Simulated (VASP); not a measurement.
Input of a VASP 6.6.1 run:

File INCAR:

```
ALGO     = Fast           # electronic algorithm
EDIFF    = 1E-6           # SCF threshold, eV
ENCUT    = 520            # plane-wave cutoff, eV
GGA      = PE             # functional
ISIF     = 2              # what is computed and relaxed
ISMEAR   = 0              # smearing method
LASPH    = T              # aspherical terms in the spheres
LCHARG   = F              # write CHGCAR
LREAL    = F              # projectors in reciprocal space
LWAVE    = F              # write WAVECAR
NBANDS   = 39             # bands
NELM     = 100            # most SCF steps
PREC     = Accurate       # precision mode
SIGMA    = 0.1            # smearing width, eV
```

The input KPOINTS:

```
k-points
0
Gamma
  12 12 12
```

File POSCAR:

```
Ti4W
1.0
    2.2930759103      1.3239079941      4.6272768000
   -2.2930759103      1.3239079941      4.6272768000
    0.0000000000     -2.6478159881      4.6272768000
Ti W
4 1
Direct
    0.8971990000      0.8971990000      0.8971990000
    0.1028010000      0.1028010000      0.1028010000
    0.3162480000      0.3162480000      0.3162480000
    0.6837520000      0.6837520000      0.6837520000
    0.5000000000      0.5000000000      0.5000000000
```

Potentials or basis: VASP PAW PBE potentials, release 64 (Ti_sv, W_sv).

The run is started by

```bash
$ cat potpaw_PBE.64/Ti_sv/POTCAR potpaw_PBE.64/W_sv/POTCAR > POTCAR
$ mpirun -np 1 vasp_std > vasp.out
```

Task: Predict the largest force.

Result: 0.028 eV/Å.

Task: Estimate the pressure.

Result: -0.1 GPa.

Task: What does it give for the band gap on the k mesh?

Result: Zero (bands 31 and 32 overlap by 0.86 eV).

Stress tensor (GPa, compression positive):
```
-0.18  0.00  0.00
 0.00 -0.18  0.00
 0.00  0.00  0.03
```

Caveat: spin-orbit coupling is left out, which moves the levels of the heavy elements.
